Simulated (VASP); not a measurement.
Write the native input for VASP 6.6.1 that does the following.

* Task: single point
* Functional: PBE
* Potentials or basis: VASP PAW PBE potentials, release 64 (Fe_sv, Al)
* Cutoff: 600 eV
* k mesh: 8 × 8 × 8
* Occupations: fermi-dirac, width 0.05 eV
* Spin: collinear spin, ferromagnetic start
* Starting moments: [6.0, 0.0] μB
* Fixed moment: 6 μB
* Dipole correction: no
* Further INCAR settings: ALGO = Normal; EDIFF = 1e-06; NBANDS = 20

The structure of AlFe lies in POSCAR:

```
AlFe
1.0
    2.9100000000      0.0000000000      0.0000000000
    0.0000000000      2.9100000000      0.0000000000
    0.0000000000      0.0000000000      2.9100000000
Fe Al
1 1
Direct
    0.5000000000      0.5000000000      0.5000000000
    0.0000000000      0.0000000000      0.0000000000
```

The input as run:

INCAR

```
  PREC = Accurate
  ENCUT = 600
  EDIFF = 1E-6
  ISMEAR = -1
  SIGMA = 0.05
  LREAL = False
  LASPH = True
  NELM = 200
  ALGO = Normal
  ISIF = 2
  LWAVE = False
  LCHARG = False
  ISPIN = 2
  MAGMOM = 6 0
  LORBIT = 11
  NUPDOWN = 6.0
  LMAXMIX = 4
  GGA = PE
  NBANDS = 20
  GGA_COMPAT = False
```

KPOINTS

```
regular mesh
0
Gamma
  8 8 8
```

Potentials or basis: VASP PAW PBE potentials, release 64 (Fe_sv, Al).

Command:

```bash
$ cat potpaw_PBE.64/Fe_sv/POTCAR potpaw_PBE.64/Al/POTCAR > POTCAR
$ mpirun -np 1 vasp_std > vasp.out
```

Results of the run:

| Property | Result |
| --- | --- |
| Pressure | 79.0 GPa |
| Net moment | 6.00 μB per cell |
| Site moments | Fe +3.89; Al +0.33 μB |
| Valence electrons inside the program's atomic spheres | Fe 13.55; Al 0.94 |

Caveat: the cell stands under pressure; the total moment is fixed, so each spin has its own Fermi level.

Wall time 24 s on 1 thread of Intel(R) Xeon(R) Platinum 8259CL CPU @ 2.50GHz (Skylake/Cascade Lake), on a shared host, peak memory 0.16 GiB.
